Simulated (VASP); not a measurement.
Input of a VASP 6.6.1 run:

POSCAR

```
AgCl
1.0
    0.0000000000      2.7540539596      2.7540539596
    2.7540539596      0.0000000000      2.7540539596
    2.7540539596      2.7540539596      0.0000000000
Ag Cl
1 1
Direct
    0.0000000000      0.0000000000      0.0000000000
    0.5000000000      0.5000000000      0.5000000000
```

INCAR.step1

```
SYSTEM = AgCl
PREC = Accurate
ENCUT = 520
ISMEAR = -1
SIGMA = 0.01
LREAL = .False.
LASPH = .True.
NELM = 80
NBANDS = 16
GGA = PE
ALGO = Normal
EDIFF = 1E-4
LWAVE = .True.
LCHARG = .False.
```

INCAR.step2

```
SYSTEM = AgCl
PREC = Accurate
ENCUT = 520
EDIFF = 1E-8
ISMEAR = -1
SIGMA = 0.01
LREAL = .False.
LASPH = .True.
NELM = 80
ALGO = Normal
ISIF = 2
LWAVE = .False.
LCHARG = .False.
METAGGA = R2SCAN
LMIXTAU = .True.
LEFG = .True.
NBANDS = 16
ISTART = 1
```

File KPOINTS:

```
regular mesh
0
Gamma
  9 9 9
  0 0 0
```

Potentials or basis: VASP PAW PBE potentials, release 64 (Ag, Cl).

Command:

```bash
$ cat potpaw_PBE.64/Ag/POTCAR potpaw_PBE.64/Cl/POTCAR > POTCAR
$ cp INCAR.step1 INCAR
$ mpirun -np 1 vasp_std > vasp.out
$ cp INCAR.step2 INCAR
$ mpirun -np 1 vasp_std > vasp.out
```

Task: Estimate the pressure.

Result: 1.0 GPa.

Task: Estimate the band gap on the k mesh.

Result: 1.47 eV, indirect (least direct gap 3.74 eV).

Caveat: without QUAD_EFG the Cq values of the log hold for a quadrupole moment of 1 mb, not for the nuclei; the PAW data sets were made with another functional, which shifts forces and pressure a little. A k mesh can miss the band edges.
